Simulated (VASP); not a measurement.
A run of VASP 6.6.1:

INCAR

```
SYSTEM = BN
PREC = Accurate
ENCUT = 520
EDIFF = 1E-6
ISMEAR = 1
SIGMA = 0.5
LREAL = .FALSE.
LASPH = .TRUE.
NELM = 80
ALGO = Normal
ISIF = 2
LWAVE = .FALSE.
LCHARG = .TRUE.
GGA = PE
LELF = .TRUE.
LVHAR = .TRUE.
NBANDS = 16
```

File KPOINTS:

```
Automatic mesh
0
G
  9 9 4
  0 0 0
```

Contents of POSCAR:

```
BN
1.0
    2.5005826042      0.0000000000      0.0000000000
   -1.2502913021      2.1655680595      0.0000000000
    0.0000000000      0.0000000000      6.5236361402
B N
2 2
Direct
    0.3333333333      0.6666666667      0.2500000000
    0.6666666667      0.3333333333      0.7500000000
    0.3333333333      0.6666666667      0.7500000000
    0.6666666667      0.3333333333      0.2500000000
```

Potentials or basis: VASP PAW PBE potentials, release 64 (B, N).

Run with:

```console
$ cat potpaw_PBE.64/B/POTCAR potpaw_PBE.64/N/POTCAR > POTCAR
$ mpirun -np 1 vasp_std > vasp.out
```

Hardware: 1 thread of AMD EPYC 9R45 (Zen 5) (shared host).

Task: Estimate the wall time of this run.

Result: Wall time 22 s on 1 thread of AMD EPYC 9R45 (Zen 5), with other jobs on the host, peak memory 0.12 GiB. Counts: scf iterations 13, k points 36.
